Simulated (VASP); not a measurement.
# BeTeS3: single point with PBE

BeTeS3:

```
CELL_PARAMETERS angstrom
6.44858 0.00000 0.00000
-3.22429 5.58464 0.00000
0.00000 0.00000 6.62559
ATOMIC_POSITIONS crystal
Be 0.33333 0.66667 0.00000
Be 0.66667 0.33333 0.00000
Te 0.33333 0.66667 0.50000
Te 0.66667 0.33333 0.50000
S 0.33333 0.66667 0.77375
S 0.33333 0.66667 0.22625
S 0.66667 0.33333 0.22625
S 0.66667 0.33333 0.77375
S 0.00000 0.00000 0.50000
S 0.00000 0.00000 0.00000
```

The cell was built from a structure type or drawn by symmetry, and may not be a known phase.

```
Program                : VASP 6.6.1
Task                   : single point
Functional             : PBE
Potentials or basis    : VASP PAW PBE potentials, release 64 (Be, Te, S)
Cutoff                 : 520 eV
k mesh                 : 3 × 3 × 4
Occupations            : gaussian, width 0.1 eV
Spin                   : no spin polarisation
Dipole correction      : no
Further INCAR settings : ALGO = Normal; EDIFF = 1e-07; NBANDS = 37
```

- Pressure: 55.1 GPa
- Largest force: 11.375 eV/Å
- Band gap on the k mesh: zero (bands 26 and 27 overlap by 0.46 eV)

Forces in eV/Å, atoms in the order of the input:
```
Be    0.000   0.000   0.000
Be    0.000   0.000   0.000
Te    0.000   0.000   0.000
Te    0.000   0.000   0.000
S     0.000   0.000  11.375
S     0.000   0.000 -11.375
S     0.000   0.000 -11.375
S     0.000   0.000  11.375
S     0.000   0.000   0.000
S     0.000   0.000   0.000
```

Stress tensor (GPa, compression positive):
```
 -4.23   0.00   0.00
  0.00  -4.23   0.00
  0.00   0.00 173.82
```

Levels at points of the mesh, in eV from the Fermi level:
```tsv
k point	band 22	band 23	band 24	band 25	band 26	band 27	band 28	band 29	band 30	band 31
(0.00, 0.00, 0.00)	-1.66	-1.66	-1.06	-1.06	-0.83	0.41	0.41	0.45	1.07	3.76
(0.00, 0.00, 0.50)	-0.71	-0.57	-0.57	-0.43	-0.33	-0.33	0.65	1.41	1.41	2.32
```

Wall time 2 min on 1 thread of AMD EPYC 7R13, on a shared host, peak memory 0.33 GiB.

Caveat: the k points lie up to 0.38 Å⁻¹ apart; semilocal functionals underestimate gaps, so a narrow gap can read as zero; spin-orbit coupling is left out, which moves the levels of the heavy elements; forces of over 1 eV/Å act on the atoms, so gaps and moduli don't describe the material at rest.
